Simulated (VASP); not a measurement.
Write the native input for VASP 6.6.1 that does the following.

| Property | Result |
| --- | --- |
| Task | single point |
| Functional | PBEsol |
| Potentials or basis | VASP PAW PBE potentials, release 64 (In_d, P) |
| Cutoff | 520 eV |
| k mesh | 8 × 8 × 8 |
| Occupations | fermi-dirac, width 0.05 eV |
| Spin | no spin polarisation |
| Dipole correction | no |
| Further INCAR settings | ALGO = Normal; EDIFF = 1e-06; NBANDS = 16 |

The structure of InP lies in POSCAR:

```
InP
1.0
    0.0000000000      2.7314127370      2.7314127370
    2.7314127370      0.0000000000      2.7314127370
    2.7314127370      2.7314127370      0.0000000000
In P
1 1
Direct
    0.0000000000      0.0000000000      0.0000000000
    0.5000000000      0.5000000000      0.5000000000
```

One way to write it, as run:

INCAR

```
ALGO = Normal
EDIFF = 1E-6
ENCUT = 520
GGA = PS
ISIF = 2
ISMEAR = -1
LASPH = True
LCHARG = False
LREAL = False
LWAVE = False
NBANDS = 16
NELM = 100
PREC = Accurate
SIGMA = 0.05
```

KPOINTS

```
k-points
0
Gamma
  8 8 8
```

Potentials or basis: VASP PAW PBE potentials, release 64 (In_d, P).

Launch:

```console
$ cat potpaw_PBE.64/In_d/POTCAR potpaw_PBE.64/P/POTCAR > POTCAR
$ mpirun -np 1 vasp_std > vasp.out
```

It gave:

| Property | Result |
| --- | --- |
| Pressure | -0.3 GPa |
| Band gap on the k mesh | zero (band 9 reaches 7.77 eV, above the bottom of band 10 at 4.96 eV) |

Caveat: the PAW data sets were made with another functional, which shifts forces and pressure a little; spin-orbit coupling is left out, which moves the levels of the heavy elements.

It took 28 s on 1 thread of Intel(R) Xeon(R) Platinum 8488C (Sapphire Rapids), on a shared host, peak memory 0.17 GiB.
